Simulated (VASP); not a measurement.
# RbBr (Pm-3m) in VASP: dielectric tensor with PBE

Aim: the dielectric tensor of RbBr with PBE.

Program: VASP 6.6.1. These are calculated values, not measurements. Logs are shortened: lines on timing, memory, paths and dates and some standing lists are left out, and cuts for length are marked.

## Step 1: The cell of the first run

Symmetry: Pm-3m, No. 221, cubic system. The conventional cell has a = 4.124 Å, b = 4.124 Å, c = 4.124 Å, α = 90.00°, β = 90.00°, γ = 90.00°. Within 4.7 Å of Rb (site symmetry m-3m) lie 8 Br at 3.57 Å and 6 Rb at 4.12 Å. Br (site symmetry m-3m) has 8 Rb at 3.57 Å and 6 Br at 4.12 Å within 4.7 Å.

## Step 2: Dielectric tensor, PBE

Contents of INCAR:

```
SYSTEM = RbBr
PREC = Accurate
ENCUT = 520
EDIFF = 1E-8
ISMEAR = 0
SIGMA = 0.01
LREAL = .FALSE.
LASPH = .TRUE.
NELM = 60
ALGO = Normal
ISIF = 2
LWAVE = .FALSE.
LCHARG = .FALSE.
GGA = PE
LEPSILON = .TRUE.
```

Contents of KPOINTS:

```
Automatic mesh
0
G
  6 6 6
  0 0 0
```

Contents of POSCAR:

```
RbBr
1.0
    4.1242529966      0.0000000000      0.0000000000
    0.0000000000      4.1242529966      0.0000000000
    0.0000000000      0.0000000000      4.1242529966
Rb Br
1 1
Direct
    0.0000000000      0.0000000000      0.0000000000
    0.5000000000      0.5000000000      0.5000000000
```

Potentials or basis: VASP PAW PBE potentials, release 64 (Rb_sv, Br).

Started as:

```console
$ cat potpaw_PBE.64/Rb_sv/POTCAR potpaw_PBE.64/Br/POTCAR > POTCAR
$ mpirun -np 1 vasp_std > vasp.out
```

OUTCAR:

```text
SYSTEM = RbBr
   PREC = Accurate
   ENCUT = 520
   EDIFF = 1E-8
   ISMEAR = 0
   LREAL = .FALSE.
   LASPH = .TRUE.
   NELM = 60
   ISIF = 2
   GGA = PE
   LEPSILON = .TRUE.

 ion  position               nearest neighbor table
   1  0.000  0.000  0.000-   2 3.57   2 3.57   2 3.57   2 3.57   2 3.57   2 3.57   2 3.57   2 3.57

   2  0.500  0.500  0.500-   1 3.57   1 3.57   1 3.57   1 3.57   1 3.57   1 3.57   1 3.57   1 3.57

  LATTYP: Found a simple cubic cell.
 ALAT       =     4.1242529966

  Lattice vectors:

 A1 = (   4.1242529966,   0.0000000000,   0.0000000000)
 A2 = (   0.0000000000,   4.1242529966,   0.0000000000)
 A3 = (   0.0000000000,   0.0000000000,   4.1242529966)

Analysis of symmetry for initial positions (statically):
=====================================================================
 Subroutine PRICEL returns:
 Original cell was already a primitive cell.

 Routine SETGRP: Setting up the symmetry group for a
 simple cubic supercell.

 Subroutine GETGRP returns: Found 48 space group operations
 (whereof 48 operations were pure point group operations)
 out of a pool of 48 trial point group operations.

The static configuration has the point symmetry O_h .

Analysis of symmetry for dynamics (positions and initial velocities):
=====================================================================
 Subroutine PRICEL returns:
 Original cell was already a primitive cell.

 Routine SETGRP: Setting up the symmetry group for a
 simple cubic supercell.

 Subroutine GETGRP returns: Found 48 space group operations
 (whereof 48 operations were pure point group operations)
 out of a pool of 48 trial point group operations.

The dynamic configuration has the point symmetry O_h .

 Subroutine INISYM returns: Found 48 space group operations
 (whereof 48 operations are pure point group operations),
 and found     1 'primitive' translations

----------------------------------------------------------------------------------------

                                     Primitive cell

  volume of cell :      70.1513

  direct lattice vectors                    reciprocal lattice vectors
     4.124252997  0.000000000  0.000000000     0.242468151  0.000000000  0.000000000
     0.000000000  4.124252997  0.000000000     0.000000000  0.242468151  0.000000000
     0.000000000  0.000000000  4.124252997     0.000000000  0.000000000  0.242468151

  length of vectors
     4.124252997  4.124252997  4.124252997     0.242468151  0.242468151  0.242468151

  position of ions in fractional coordinates (direct lattice)
     0.000000000  0.000000000  0.000000000
     0.500000000  0.500000000  0.500000000

  ion indices of the primitive-cell ions
   primitive index   ion index
                 1           1
                 2           2

----------------------------------------------------------------------------------------

 KPOINTS: Automatic mesh

Automatic generation of k-mesh.
 Grid dimensions read from file:
 generate k-points for:    6    6    6

 Generating k-lattice:

  Cartesian coordinates                     Fractional coordinates (reciprocal lattice)
     0.040411359  0.000000000  0.000000000     0.166666667  0.000000000  0.000000000
     0.000000000  0.040411359  0.000000000     0.000000000  0.166666667  0.000000000
     0.000000000  0.000000000  0.040411359     0.000000000  0.000000000  0.166666667

  Length of vectors
     0.040411359  0.040411359  0.040411359

  Shift w.r.t. Gamma in fractional coordinates (k-lattice)
     0.000000000  0.000000000  0.000000000

 Subroutine IBZKPT returns following result:
 ===========================================

 Found     20 irreducible k-points:

 Following reciprocal coordinates:
[... 70 lines left out ...]
 non-spin polarized calculation
 Gauss-broadening in eV      SIGMA  =   0.01
  energy-cutoff  :      520.00
  volume of cell :       70.15
 maximum number of plane-waves:      1924
 NGX is ok and might be reduce to    32
   NGX = 15   NGY = 15   NGZ = 15

--------------------------------------- Ionic step        1  -------------------------------------------

 number of electron      16.0000002 magnetization

 E-fermi :  -0.5996     XC(G=0):  -7.9344

 val. band max:       -0.6584072608   @ k =   0.5000   0.5000   0.0000
 cond. band min:       3.4273823718   @ k =   0.0000   0.0000   0.0000
 fundamental gap:      4.0857896327
 Fermi energy:        -0.5995918752

 k-point     1 :       0.0000    0.0000    0.0000
  band No.  band energies     occupation
      1     -25.7604      2.00000
      2     -13.2786      2.00000
      3      -9.7434      2.00000
      4      -9.7434      2.00000
      5      -9.7434      2.00000
      6      -0.8121      2.00000
      7      -0.8121      2.00000
      8      -0.8121      2.00000
      9       3.4274      0.00000
     10       4.9205      0.00000
     11       4.9205      0.00000
     12       9.2744      0.00000
[... 271 lines left out ...]
 k-point    20 :       0.5000    0.5000    0.5000
  band No.  band energies     occupation
      1     -25.7029      2.00000
      2     -12.9817      2.00000
      3      -9.9684      2.00000
      4      -9.9684      2.00000
      5      -9.9684      2.00000
      6      -1.9976      2.00000
      7      -1.9976      2.00000
      8      -1.9976      2.00000
      9       7.5792      0.00000
     10       7.5792      0.00000
     11       7.5792      0.00000
     12       8.7077      0.00000

  FORCE on cell =-STRESS in cart. coord.  units (eV):
  Direction    XX          YY          ZZ          XY          YZ          ZX
  --------------------------------------------------------------------------------------
  -------------------------------------------------------------------------------------
  Total        0.3763004      0.3763004      0.3763004     -0.0000000      0.0000000     -0.0000000
  in kB        8.5942777      8.5942777      8.5942777     -0.0000000      0.0000000     -0.0000000
  external PRESSURE =       8.5942777 kB  Pullay stress =       0.0000000 kB

 VOLUME and BASIS-vectors are now :
 -----------------------------------------------------------------------------
  energy-cutoff  :      520.00
  volume of cell :       70.15
      direct lattice vectors                 reciprocal lattice vectors
     4.124252997  0.000000000  0.000000000     0.242468151  0.000000000  0.000000000
     0.000000000  4.124252997  0.000000000     0.000000000  0.242468151  0.000000000
     0.000000000  0.000000000  4.124252997     0.000000000  0.000000000  0.242468151

 POSITION                                       TOTAL-FORCE (eV/Angst)
 -----------------------------------------------------------------------------------
      0.00000      0.00000      0.00000         0.000000      0.000000      0.000000
      2.06213      2.06213      2.06213         0.000000      0.000000      0.000000
 -----------------------------------------------------------------------------------
    total drift:                                0.000000      0.000000     -0.000000

  FREE ENERGIE OF THE ION-ELECTRON SYSTEM (eV)
  ---------------------------------------------------
  free  energy   TOTEN  =        -5.9952558337 eV

  energy  without entropy=       -5.9952558337  energy(sigma->0) =       -5.99525583

 HEAD OF MICROSCOPIC STATIC DIELECTRIC TENSOR (INDEPENDENT PARTICLE, excluding Hartree and local field effects)
 ------------------------------------------------------
           3.172564     0.000000    -0.000000
           0.000000     3.172564     0.000000
          -0.000000     0.000000     3.172564
 ------------------------------------------------------

 Free energy of the ion-electron system (eV)
  ---------------------------------------------------
  ---------------------------------------------------
  free energy    TOTEN  =        -0.42179169 eV

  energy without entropy =       -0.42179169

------------------------ aborting loop because EDIFF is reached ----------------------------------------

--------------------------------------- Ionic step        2  -------------------------------------------

------------------------ aborting loop because EDIFF is reached ----------------------------------------

--------------------------------------- Ionic step        3  -------------------------------------------

 Free energy of the ion-electron system (eV)
  ---------------------------------------------------
  ---------------------------------------------------
  free energy    TOTEN  =        -0.42179172 eV

  energy without entropy =       -0.42179172

------------------------ aborting loop because EDIFF is reached ----------------------------------------

 PIEZOELECTRIC TENSOR FIELD DIRECTION 3  (e Angst)
 -----------------------------------------------------------------------------
    -0.00013  0.00000  0.00000           (  0.00000  0.00000  0.00000)
     0.00000 -0.00013  0.00000           (  0.00000  0.00000  0.00000)
    -0.00000  0.00000 -0.00174           (  0.00000  0.00000  0.00002)

 PIEZOELECTRIC TENSOR FIELD DIRECTION 3  (C/m^2)
 -----------------------------------------------------------------------------
    -0.00003  0.00000  0.00000
     0.00000 -0.00003  0.00000
    -0.00000  0.00000 -0.00040

 MACROSCOPIC STATIC DIELECTRIC TENSOR (including local field effects in DFT)
 ------------------------------------------------------
           2.895326    -0.000000     0.000000
           0.000000     2.895326    -0.000000
          -0.000000     0.000000     2.895326
 ------------------------------------------------------

 PIEZOELECTRIC TENSOR (including local field effects)  for field in x, y, z        (e  Angst)
          XX          YY          ZZ          XY          YZ          ZX
  --------------------------------------------------------------------------------
  x     0.00000     0.00000     0.00000     0.00000     0.00000     0.00000
  y     0.00000     0.00000     0.00000     0.00000     0.00000     0.00000
  z     0.00000     0.00000     0.00000     0.00000     0.00000     0.00000

 PIEZOELECTRIC TENSOR (including local field effects)  for field in x, y, z        (C/m^2)
          XX          YY          ZZ          XY          YZ          ZX
  --------------------------------------------------------------------------------
  x     0.00000     0.00000     0.00000     0.00000     0.00000     0.00000
  y     0.00000     0.00000     0.00000     0.00000     0.00000     0.00000
  z     0.00000     0.00000     0.00000     0.00000     0.00000     0.00000

 BORN EFFECTIVE CHARGES (including local field effects) (in |e|, cummulative output)
 ---------------------------------------------------------------------------------
 ion    1
    1     1.24020    -0.00000     0.00000
    2     0.00000     1.24020     0.00000
    3    -0.00000     0.00000     1.24020
 ion    2
    1    -1.24020     0.00000    -0.00000
    2    -0.00000    -1.24020    -0.00000
    3     0.00000    -0.00000    -1.24020
```

Run time: 5.7 min. Hardware: 1 thread of Intel Xeon 8259CL, shared host; peak memory 0.26 GiB.

What came out:

- Band gap on the k mesh: 4.09 eV (least direct gap 4.24 eV)
- Electronic dielectric tensor (diagonal): 2.90
- Born charges (mean of the diagonal): Rb +1.24; Br -1.24 e

Levels at points of the mesh, in eV from the valence-band top:
```
           k point  band 5  band 6  band 7  band 8  band 9  band 10  band 11  band 12
(0.00, 0.00, 0.00)   -9.08   -0.15   -0.15   -0.15    4.09     5.58     5.58     9.93
(0.50, 0.00, 0.00)   -9.04   -1.72   -0.23   -0.23    6.89     7.10     7.65     8.71
(0.50, 0.50, 0.00)   -9.00   -1.05   -1.05    0.00    5.31     6.22     7.97     7.97
(0.50, 0.50, 0.50)   -9.31   -1.34   -1.34   -1.34    8.24     8.24     8.24     9.37
```

Electronic dielectric tensor:
```
2.90 0.00 0.00
0.00 2.90 0.00
0.00 0.00 2.90
```

Born effective charge tensors (e):
atom 1, Rb
```
1.24 0.00 0.00
0.00 1.24 0.00
0.00 0.00 1.24
```
atom 2, Br
```
-1.24  0.00  0.00
 0.00 -1.24  0.00
 0.00  0.00 -1.24
```

A k mesh can miss the band edges.
